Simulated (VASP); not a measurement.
# KBr (F-43m) in VASP: single point with HSE06

Aim: the single point of KBr with HSE06.

Everything below comes from runs of VASP 6.6.1. Logs are shortened: lines on timing, memory, paths and dates and some standing lists are left out, and cuts for length are marked.

## (1) The cell of the first run

Symmetry: F-43m, No. 216, cubic system. Conventional cell: a = 7.377 Å, b = 7.377 Å, c = 7.377 Å, α = 90.00°, β = 90.00°, γ = 90.00°. K (site symmetry -43m) has 4 Br at 3.19 Å within 4.2 Å. Br (site symmetry -43m) has 4 K at 3.19 Å within 4.2 Å.

## (2) Single point, HSE06

Contents of POSCAR:

```
KBr
1.0
    0.0000000000      3.6882992921      3.6882992921
    3.6882992921      0.0000000000      3.6882992921
    3.6882992921      3.6882992921      0.0000000000
K Br
1 1
Direct
    0.0000000000      0.0000000000      0.0000000000
    0.2500000000      0.2500000000      0.2500000000
```

Contents of INCAR.step1:

```
SYSTEM = KBr
  PREC = Accurate
  ENCUT = 520
  EDIFF = 1E-5
  ISMEAR = 0
  SIGMA = 0.01
  LREAL = .FALSE.
  LASPH = .TRUE.
  NELM = 60
  ALGO = Normal
  ISIF = 2
  LWAVE = .TRUE.
  LCHARG = .FALSE.
  NBANDS = 15
  GGA = PE
```

Contents of INCAR.step2:

```
SYSTEM = KBr
  PREC = Accurate
  ENCUT = 520
  EDIFF = 1E-6
  ISMEAR = 0
  SIGMA = 0.01
  LREAL = .FALSE.
  LASPH = .TRUE.
  NELM = 60
  ALGO = Normal
  ISIF = 2
  LWAVE = .FALSE.
  LCHARG = .FALSE.
  GGA = PE
  LHFCALC = .TRUE.
  HFSCREEN = 0.2079
  PRECFOCK = Normal
  NBANDS = 15
  ISTART = 1
```

Contents of KPOINTS:

```
Automatic mesh
0
G
  4 4 4
  0 0 0
```

Potentials or basis: VASP PAW PBE potentials, release 64 (K_sv, Br).

Run with:

```bash
cat potpaw_PBE.64/K_sv/POTCAR potpaw_PBE.64/Br/POTCAR > POTCAR
cp INCAR.step1 INCAR
mpirun -np 1 vasp_std > vasp.out
cp INCAR.step2 INCAR
mpirun -np 1 vasp_std > vasp.out
```

OUTCAR:

```text
SYSTEM = KBr
   PREC = Accurate
   ENCUT = 520
   EDIFF = 1E-6
   ISMEAR = 0
   LREAL = .FALSE.
   LASPH = .TRUE.
   NELM = 60
   ISIF = 2
   GGA = PE
   LHFCALC = .TRUE.
   HFSCREEN = 0.2079
   PRECFOCK = Normal
   ISTART = 1

 ion  position               nearest neighbor table
   1  0.000  0.000  0.000-   2 3.19   2 3.19   2 3.19   2 3.19
   2  0.250  0.250  0.250-   1 3.19   1 3.19   1 3.19   1 3.19

  LATTYP: Found a face centered cubic cell.
 ALAT       =     7.3765985842

  Lattice vectors:

 A1 = (   0.0000000000,   3.6882992921,   3.6882992921)
 A2 = (   3.6882992921,   0.0000000000,   3.6882992921)
 A3 = (   3.6882992921,   3.6882992921,   0.0000000000)

Analysis of symmetry for initial positions (statically):
=====================================================================
 Subroutine PRICEL returns:
 Original cell was already a primitive cell.

 Routine SETGRP: Setting up the symmetry group for a
 face centered cubic supercell.

 Subroutine GETGRP returns: Found 24 space group operations
 (whereof 24 operations were pure point group operations)
 out of a pool of 48 trial point group operations.

The static configuration has the point symmetry T_d .

Analysis of symmetry for dynamics (positions and initial velocities):
=====================================================================
 Subroutine PRICEL returns:
 Original cell was already a primitive cell.

 Routine SETGRP: Setting up the symmetry group for a
 face centered cubic supercell.

 Subroutine GETGRP returns: Found 24 space group operations
 (whereof 24 operations were pure point group operations)
 out of a pool of 48 trial point group operations.

The dynamic configuration has the point symmetry T_d .

 Subroutine INISYM returns: Found 24 space group operations
 (whereof 24 operations are pure point group operations),
 and found     1 'primitive' translations

----------------------------------------------------------------------------------------

                                     Primitive cell

  volume of cell :     100.3479

  direct lattice vectors                    reciprocal lattice vectors
     0.000000000  3.688299292  3.688299292    -0.135563836  0.135563836  0.135563836
     3.688299292  0.000000000  3.688299292     0.135563836 -0.135563836  0.135563836
     3.688299292  3.688299292  0.000000000     0.135563836  0.135563836 -0.135563836

  length of vectors
     5.216042881  5.216042881  5.216042881     0.234803451  0.234803451  0.234803451

  position of ions in fractional coordinates (direct lattice)
     0.000000000  0.000000000  0.000000000
     0.250000000  0.250000000  0.250000000

  ion indices of the primitive-cell ions
   primitive index   ion index
                 1           1
                 2           2

----------------------------------------------------------------------------------------

 KPOINTS: Automatic mesh

Automatic generation of k-mesh.
 Grid dimensions read from file:
 generate k-points for:    4    4    4

 Generating k-lattice:

  Cartesian coordinates                     Fractional coordinates (reciprocal lattice)
    -0.033890959  0.033890959  0.033890959     0.250000000  0.000000000  0.000000000
     0.033890959 -0.033890959  0.033890959     0.000000000  0.250000000  0.000000000
     0.033890959  0.033890959 -0.033890959     0.000000000  0.000000000  0.250000000

  Length of vectors
     0.058700863  0.058700863  0.058700863

  Shift w.r.t. Gamma in fractional coordinates (k-lattice)
     0.000000000  0.000000000  0.000000000

 Subroutine IBZKPT returns following result:
 ===========================================

 Found      8 irreducible k-points:

 Following reciprocal coordinates:
            Coordinates               Weight
  0.000000  0.000000  0.000000      1.000000
  0.250000  0.000000  0.000000      8.000000
  0.500000  0.000000  0.000000      4.000000
  0.250000  0.250000  0.000000      6.000000
  0.500000  0.250000  0.000000     24.000000
 -0.250000  0.250000  0.000000     12.000000
  0.500000  0.500000  0.000000      3.000000
 -0.250000  0.500000  0.250000      6.000000
   k-points           NKPTS =      8   k-points in BZ     NKDIM =     64   number of bands    NBANDS=     15
   number of dos      NEDOS =    301   number of ions     NIONS =      2
   total plane-waves  NPLWV =  64000
   dimension x,y,z NGX =    40 NGY =   40 NGZ =   40
   dimension x,y,z NGXF=    80 NGYF=   80 NGZF=   80
   ions per type =               1   1
   NGX,Y,Z   is equivalent  to a cutoff of  12.75, 12.75, 12.75 a.u.
   NGXF,Y,Z  is equivalent  to a cutoff of  25.50, 25.50, 25.50 a.u.
 SYSTEM =  KBr
   PREC   = accura    normal or accurate (medium, high low for compatibility)
   ISTART =      1    job   : 0-new  1-cont  2-samecut
   ICHARG =      0    charge: 1-file 2-atom 10-const
   ISPIN  =      1    spin polarized calculation?
   LNONCOLLINEAR =      F non collinear calculations
   LSORBIT =      F    spin-orbit coupling
   LASPH  =      T    aspherical Exc in radial PAW
   ENCUT  =  520.0 eV  38.22 Ry    6.18 a.u.   9.70  9.70  9.70*2*pi/ulx,y,z
   NELM   =     60;   NELMIN=  2; NELMDL=  0     # of ELM steps
   EDIFF  = 0.1E-05   stopping-criterion for ELM
   LREAL  =      F    real-space projection
   EDIFFG = 0.1E-04   stopping-criterion for IOM
   NSW    =      0    number of steps for IOM
   IBRION =     -1    ionic relax: 0-MD 1-quasi-New 2-CG
   NFREE  =      0    steps in history (QN), initial steepest desc. (CG)
   ISIF   =      2    stress and relaxation
   ISYM   =      3    0-nonsym 1-usesym 2-fastsym
   POTIM  = 0.5000    time-step for ionic-motion
   TEBEG  =    0.0;   TEEND  =   0.0 temperature during run
   PSTRESS=    0.0 pullay stress
   NELECT =      16.0000    total number of electrons
   NUPDOWN=      -1.0000    fix difference up-down
   EMIN   =  10.00;   EMAX   =-10.00  energy-range for DOS
   EFERMI =   0.00;   METHOD = LEGACY
   ISMEAR =     0;   SIGMA  =   0.01  broadening in eV -4-tet -1-fermi 0-gaus
   EFERMI_NEDOS =   21; number of points for ismear=-14 and -15
   IALGO  =     38    algorithm
   IMIX   =      1    mixing-type and parameters
     AMIX     =   0.40;   BMIX     =  1.00
     AMIX_MAG =   1.60;   BMIX_MAG =  1.00
  volume/ion in A,a.u.               =      50.17       338.59
  Fermi-wavevector in a.u.,A,eV,Ry     =   0.887725  1.677558 10.722159  0.788056
  Thomas-Fermi vector in A             =   2.009061
   LORBIT       =      0    0 simple, 1 ext, 2 COOP (PROOUT), +10 PAW based schemes
   GGA     = PE    functional components
   LHFCALC =     T    Hartree Fock is set to
   PRECFOCK=normal    Normal, Fast or Accurate (Low or Medium for compatibility)
   ENCUT4O =  -1.0   cutoff for four orbital integrals eV
   NKREDX  =     1    reduce k-point grid by
   NKREDY  =     1    reduce k-point grid by
   NKREDZ  =     1    reduce k-point grid by
   AEXX    =    0.2500 exact exchange contribution
   HFSCREEN=    0.2079 screening length (either q_TF or 0.3 A-1)
   HFSCREENC=   0.2079 screening length for correlation (either q_TF or 0.3 A-1)
   ENCUTFOCK=  -1.0 apply spherical cutoff to Coloumb kernel
   IVDW    =     0    specifies the selected vdW correction
   LEPSILON=     F    determine dielectric tensor
   LRPA    =     F    only Hartree local field effects (RPA)
 non-spin polarized calculation
 Gauss-broadening in eV      SIGMA  =   0.01
  energy-cutoff  :      520.00
  volume of cell :      100.35
 maximum number of plane-waves:      2733
 NGX is ok and might be reduce to    40
  NGX = 30; NGY = 30; NGZ = 30

 number of electron      15.9999997 magnetization

 Free energy of the ion-electron system (eV)
  ---------------------------------------------------
  ext. energy  EPLUGINS =         0.00000000
  ---------------------------------------------------
  free energy    TOTEN  =        -6.97203485 eV

  energy without entropy =       -6.97203485  energy(sigma->0) =       -6.97203485

 E-fermi :  -3.8736     XC(G=0):  -5.0232

 val. band max:       -3.9978629227   @ k =  -0.2500   0.2500   0.0000
 cond. band min:       1.3930498011   @ k =   0.0000   0.0000   0.0000
 fundamental gap:      5.3909127238
 Fermi energy:        -3.8735724291

 k-point     1 :       0.0000    0.0000    0.0000
  band No.  band energies     occupation
      1     -33.9628      2.00000
      2     -16.8740      2.00000
      3     -16.1059      2.00000
      4     -16.1059      2.00000
      5     -16.1059      2.00000
      6      -4.0105      2.00000
      7      -4.0105      2.00000
      8      -4.0105      2.00000
      9       1.3930      0.00000
     10       6.0758      0.00000
     11       6.0758      0.00000
     12       6.9666      0.00000
     13       6.9666      0.00000
     14       6.9666      0.00000
     15       7.7619      0.00000

 k-point     2 :       0.2500    0.0000    0.0000
  band No.  band energies     occupation
      1     -33.9620      2.00000
      2     -16.9781      2.00000
      3     -16.1095      2.00000
      4     -16.1095      2.00000
      5     -15.9869      2.00000
      6      -4.2267      2.00000
      7      -4.0045      2.00000
      8      -4.0045      2.00000
      9       2.2853      0.00000
     10       5.6230      0.00000
     11       5.6230      0.00000
     12       5.8270      0.00000
     13       6.9391      0.00000
     14       7.4802      0.00000
     15       7.4802      0.00000
[... 77 lines left out ...]
      3     -16.1231      2.00000
      4     -16.1231      2.00000
      5     -15.8190      2.00000
      6      -4.4421      2.00000
      7      -4.0204      2.00000
      8      -4.0204      2.00000
      9       3.1872      0.00000
     10       4.3826      0.00000
     11       6.2691      0.00000
     12       6.9434      0.00000
     13       6.9434      0.00000
     14       7.0752      0.00000
     15       7.5515      0.00000

 k-point     8 :      -0.2500    0.5000    0.2500
  band No.  band energies     occupation
      1     -33.9607      2.00000
      2     -17.1050      2.00000
      3     -16.1289      2.00000
      4     -16.1233      2.00000
      5     -15.8149      2.00000
      6      -4.2665      2.00000
      7      -4.2058      2.00000
      8      -4.0274      2.00000
      9       3.4745      0.00000
     10       4.4059      0.00000
     11       6.0208      0.00000
     12       6.1635      0.00000
     13       6.7906      0.00000
     14       7.2258      0.00000
     15       7.9880      0.00000

------------------------ aborting loop because EDIFF is reached ----------------------------------------

  FORCE on cell =-STRESS in cart. coord.  units (eV):
  Direction    XX          YY          ZZ          XY          YZ          ZX
  --------------------------------------------------------------------------------------
  -------------------------------------------------------------------------------------
  Total        0.1013885      0.1013885      0.1013885     -0.0000000     -0.0000000      0.0000000
  in kB        1.6187919      1.6187919      1.6187919     -0.0000000     -0.0000000      0.0000000
  external PRESSURE =       1.6187919 kB  Pullay stress =       0.0000000 kB

 VOLUME and BASIS-vectors are now :
 -----------------------------------------------------------------------------
  energy-cutoff  :      520.00
  volume of cell :      100.35
      direct lattice vectors                 reciprocal lattice vectors
     0.000000000  3.688299292  3.688299292    -0.135563836  0.135563836  0.135563836
     3.688299292  0.000000000  3.688299292     0.135563836 -0.135563836  0.135563836
     3.688299292  3.688299292  0.000000000     0.135563836  0.135563836 -0.135563836

 POSITION                                       TOTAL-FORCE (eV/Angst)
 -----------------------------------------------------------------------------------
      0.00000      0.00000      0.00000        -0.000000      0.000000      0.000000
      1.84415      1.84415      1.84415         0.000000     -0.000000     -0.000000
 -----------------------------------------------------------------------------------
    total drift:                                0.000001     -0.000000     -0.000005

  FREE ENERGIE OF THE ION-ELECTRON SYSTEM (eV)
  ---------------------------------------------------
  free  energy   TOTEN  =        -6.9720348536 eV

  energy  without entropy=       -6.9720348536  energy(sigma->0) =       -6.97203485
```

Wall time 18 min (1 thread of AMD EPYC 7R13, shared host); peak memory 0.33 GiB.

Results:

- Free energy: -6.9720 eV
- Pressure: 0.2 GPa
- Band gap on the k mesh: 5.39 eV (least direct gap 5.40 eV)

Caveat: the PAW data sets were made with another functional, which shifts forces and pressure a little.
